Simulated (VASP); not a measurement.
# TaMn2N3 (P6/mmm) in VASP: a series of runs, part 2 of 2

VASP 6.6.1. The steps go on from the part before.

## 3. Single point, PBE, collinear spin, ferromagnetic start

This run uses another cell than the first one, of 12.92 Å³/atom, 0.994 times its volume.

INCAR

```
SYSTEM = TaMn2N3
PREC = Accurate ; ENCUT = 520
EDIFF = 1E-6 ; ISMEAR = 0
SIGMA = 0.1 ; LREAL = .False.
LASPH = .True. ; NELM = 150
ALGO = Normal ; ISIF = 2
LWAVE = .False. ; LCHARG = .True.
ISPIN = 2 ; MAGMOM = 0.19 0 0 0 0 0
LORBIT = 11 ; LMAXMIX = 4
GGA = PE ; LELF = .True.
LVHAR = .True. ; NBANDS = 39
```

KPOINTS

```
regular mesh
0
Gamma
  3 3 6
  0 0 0
```

POSCAR

```
TaMn2N3
1.0
    5.7857226583      0.0000000000      0.0000000000
   -2.8928613292      5.0105828014      0.0000000000
    0.0000000000      0.0000000000      2.6746683468
Ta Mn N
1 2 3
Direct
    0.0000000000      0.0000000000      0.5000000000
    0.3333333333      0.6666666667      0.5000000000
    0.6666666667      0.3333333333      0.5000000000
    0.5000000000      0.0000000000      0.5000000000
    0.0000000000      0.5000000000      0.5000000000
    0.5000000000      0.5000000000      0.5000000000
```

Potentials or basis: VASP PAW PBE potentials, release 64 (Ta_pv, Mn_pv, N).

Started as:

```sh
cat potpaw_PBE.64/Ta_pv/POTCAR potpaw_PBE.64/Mn_pv/POTCAR potpaw_PBE.64/N/POTCAR > POTCAR
mpirun -np 1 vasp_std > vasp.out
```

Run time: 90 s. Hardware: 1 thread of Oxide Virtual Turin-like, shared host; peak memory 0.24 GiB.

Results (log left out):

```yaml
Free_energy: -51.2111 eV
Pressure: 0.2 GPa
Band_gap_on_the_k_mesh: zero (filled and empty bands overlap)
Net_moment: 0.00 μB per cell
Valence_electrons_inside_the_program's_atomic_spheres: Ta 8.63; Mn 12.53; N 3.71
```

Stress tensor (GPa, compression positive):
```
 0.40  0.00  0.00
 0.00  0.40  0.00
 0.00  0.00 -0.31
```

Levels at points of the mesh, in eV from the Fermi level:
Spin up:
```tsv
k point	band 24	band 25	band 26	band 27	band 28	band 29
(0.00, 0.00, 0.00)	-1.95	-1.95	-0.73	-0.36	-0.36	-0.26
(0.00, 0.00, 0.50)	-1.12	-1.12	-1.05	-1.05	1.24	1.66
```
Spin down:
```tsv
k point	band 24	band 25	band 26	band 27	band 28	band 29
(0.00, 0.00, 0.00)	-1.95	-1.95	-0.73	-0.36	-0.36	-0.26
(0.00, 0.00, 0.50)	-1.12	-1.12	-1.05	-1.05	1.24	1.66
```

Caveat: the k points lie up to 0.42 Å⁻¹ apart; spin-orbit coupling is left out, which moves the levels of the heavy elements. With open d or f shells a metallic result of PBE can be an artefact of self-interaction; +U or a hybrid may open a gap.

## 4. Single point, PBE, collinear spin, ferromagnetic start

This run uses another cell than the first one, of 13.68 Å³/atom, 1.052 times its volume.

INCAR

```
PREC = Accurate
ENCUT = 520
EDIFF = 1E-7
ISMEAR = 0
SIGMA = 0.1
LREAL = F
LASPH = T
NELM = 150
ALGO = Normal
ISIF = 2
LWAVE = F
LCHARG = F
ISPIN = 2
MAGMOM = 0 4 4 0 0 0
LORBIT = 11
LMAXMIX = 4
GGA = PE
NBANDS = 39
```

KPOINTS

```
regular mesh
0
Gamma
  6 6 4
```

POSCAR, as its differences from that of step 3:

```diff
@@ -2,5 +2,5 @@
 1.0
-    5.7857226583      0.0000000000      0.0000000000
-   -2.8928613292      5.0105828014      0.0000000000
-    0.0000000000      0.0000000000      2.6746683468
+    5.7725386048      0.0000000033      0.0000000000
+   -2.8862693052      4.9991650745      0.0000000000
+    0.0000000000      0.0000000000      2.8443951706
 Ta Mn N
```

Potentials or basis: VASP PAW PBE potentials, release 64 (Ta_pv, Mn_pv, N).

Started as:

```sh
cat potpaw_PBE.64/Ta_pv/POTCAR potpaw_PBE.64/Mn_pv/POTCAR potpaw_PBE.64/N/POTCAR > POTCAR
mpirun -np 1 vasp_std > vasp.out
```

OUTCAR:

```text
PREC = Accurate
   ENCUT = 520
   EDIFF = 1E-7
   ISMEAR = 0
   LREAL = F
   LASPH = T
   NELM = 150
   ISIF = 2
   ISPIN = 2
   LORBIT = 11
   GGA = PE

 ion  position               nearest neighbor table
   1  0.000  0.000  0.500-   2 3.33   3 3.33   3 3.33   2 3.33   3 3.33   2 3.33
   2  0.333  0.667  0.500-   5 1.67   4 1.67   6 1.67   1 3.33   1 3.33   1 3.33
   3  0.667  0.333  0.500-   5 1.67   4 1.67   6 1.67   1 3.33   1 3.33   1 3.33
   4  0.500  0.000  0.500-   2 1.67   3 1.67
   5  0.000  0.500  0.500-   2 1.67   3 1.67
   6  0.500  0.500  0.500-   2 1.67   3 1.67

  LATTYP: Found a hexagonal cell.
 ALAT       =     5.7725386048
[... 1959 lines left out ...]
      0.00000      0.00000      1.42220         0.000000     -0.000000      0.000000
     -0.00000      3.33278      1.42220        -0.000000     -0.000000     -0.000000
      2.88627      1.66639      1.42220         0.000000      0.000000      0.000000
      2.88627      0.00000      1.42220         0.000000     -0.000000      0.000000
     -1.44313      2.49958      1.42220         0.000000     -0.000000      0.000000
      1.44313      2.49958      1.42220         0.000000     -0.000000      0.000000
 -----------------------------------------------------------------------------------
    total drift:                               -0.000000      0.000000     -0.000000

  FREE ENERGIE OF THE ION-ELECTRON SYSTEM (eV)
  ---------------------------------------------------
  free  energy   TOTEN  =       -50.5382180864 eV

  energy  without entropy=      -50.5083921610  energy(sigma->0) =      -50.52330512

 total charge

# of ion       s       p       d       tot
------------------------------------------
    1        0.349   6.042   2.073   8.464
    2        0.487   6.576   5.446  12.510
    3        0.487   6.576   5.446  12.510
    4        1.306   2.404   0.000   3.710
    5        1.306   2.404   0.000   3.710
    6        1.306   2.404   0.000   3.710
--------------------------------------------------
tot          5.240  26.407  12.965  44.612

 magnetization (x)

# of ion       s       p       d       tot
------------------------------------------
    1       -0.000  -0.000  -0.000  -0.000
    2       -0.000   0.000  -0.000  -0.000
    3       -0.000   0.000  -0.000  -0.000
    4        0.000   0.000   0.000   0.000
    5        0.000   0.000   0.000   0.000
    6        0.000   0.000   0.000   0.000
--------------------------------------------------
tot         -0.000   0.000  -0.000  -0.000
```

OSZICAR:

```text
N       E                     dE             d eps       ncg     rms          rms(c)
DAV:   1     0.607326473651E+03    0.60733E+03   -0.28122E+04  3276   0.148E+03
DAV:   2    -0.276700253583E+01   -0.61009E+03   -0.57418E+03  3417   0.453E+02
[... 14 lines left out ...]
DAV:  17    -0.505382482732E+02    0.51926E-03   -0.11457E-03  3469   0.103E-01    0.436E-02
DAV:  18    -0.505382260741E+02    0.22199E-04   -0.33526E-04  3527   0.555E-02    0.320E-02
DAV:  19    -0.505382180457E+02    0.80284E-05   -0.78793E-05  3438   0.289E-02    0.132E-02
DAV:  20    -0.505382182796E+02   -0.23392E-06   -0.85281E-06  3600   0.123E-02    0.528E-03
DAV:  21    -0.505382180719E+02    0.20778E-06   -0.11562E-06  3408   0.388E-03    0.157E-03
DAV:  22    -0.505382180864E+02   -0.14528E-07   -0.43973E-08  1889   0.130E-03
   1 F= -.50538218E+02 E0= -.50523305E+02  d E =-.298259E-01  mag=     0.0002
```

stdout:

```text
POSCAR found type information on POSCAR TaMnN
 POSCAR found :  3 types and       6 ions
 scaLAPACK will be used
 LDA part: xc-table for (Slater+PW92), standard interpolation
 POSCAR, INCAR and KPOINTS ok, starting setup
 FFT: planning ... GRIDC
 FFT: planning ... GRID_SOFT
 FFT: planning ... GRID
 WAVECAR not read
 entering main loop
```

Run time: 4.2 min. Hardware: 1 thread of Oxide Virtual Turin-like, shared host; peak memory 0.29 GiB.

What came out:

```
Free energy                                           : -50.5382 eV
Pressure                                              : 0.2 GPa
Band gap on the k mesh                                : zero (filled and empty bands overlap)
Net moment                                            : 0.00 μB per cell
Valence electrons inside the program's atomic spheres : Ta 8.46; Mn 12.51; N 3.71
```

Caveat: the k points lie up to 0.55 Å⁻¹ apart; the starting moments collapsed, and a magnetic state may lie lower; spin-orbit coupling is left out, which moves the levels of the heavy elements. With open d or f shells a metallic result of PBE can be an artefact of self-interaction; +U or a hybrid may open a gap.
